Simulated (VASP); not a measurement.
A run of VASP 6.6.1 is set up as follows.

The input INCAR:

```
SYSTEM = HfO2
PREC = Accurate
ENCUT = 520
EDIFF = 1E-6
ISMEAR = 0
SIGMA = 0.01
LREAL = .FALSE.
LASPH = .TRUE.
NELM = 100
ALGO = Normal
ISIF = 2
LWAVE = .FALSE.
LCHARG = .FALSE.
GGA = PS
NBANDS = 56
```

File KPOINTS:

```
Automatic mesh
0
G
  6 6 6
  0 0 0
```

Contents of POSCAR:

```
HfO2
1.0
    5.2288996088      0.0000000000      0.0000000000
    0.0000000000      5.0179112762      0.0000000000
    0.0000000000      0.0000000000      5.0422344765
Hf O
4 8
Direct
    0.0328973843      0.2675508106      0.2423146521
    0.4671026157      0.2675508106      0.7423146521
    0.5328973843      0.7324491894      0.2423146521
    0.9671026157      0.7324491894      0.7423146521
    0.3680101233      0.0717081609      0.3798965444
    0.1319898767      0.0717081609      0.8798965444
    0.7339736351      0.4596882438      0.4907888034
    0.7660263649      0.4596882438      0.9907888034
    0.2660263649      0.5403117562      0.9907888034
    0.2339736351      0.5403117562      0.4907888034
    0.8680101233      0.9282918391      0.3798965444
    0.6319898767      0.9282918391      0.8798965444
```

Potentials or basis: VASP PAW PBE potentials, release 64 (Hf_pv, O).

Run with:

```bash
$ cat potpaw_PBE.64/Hf_pv/POTCAR potpaw_PBE.64/O/POTCAR > POTCAR
$ mpirun -np 1 vasp_std > vasp.out
```

(1) Estimate the band gap on the k mesh.

(2) Estimate the pressure.

Results:

(1) 4.31 eV (least direct gap 4.54 eV).

(2) -3.2 GPa.

Caveat: the cell differs from its parent crystal (atoms moved along the polar distortion); the cell stands under tension; the PAW data sets were made with another functional, which shifts forces and pressure a little; spin-orbit coupling is left out, which moves the levels of the heavy elements.
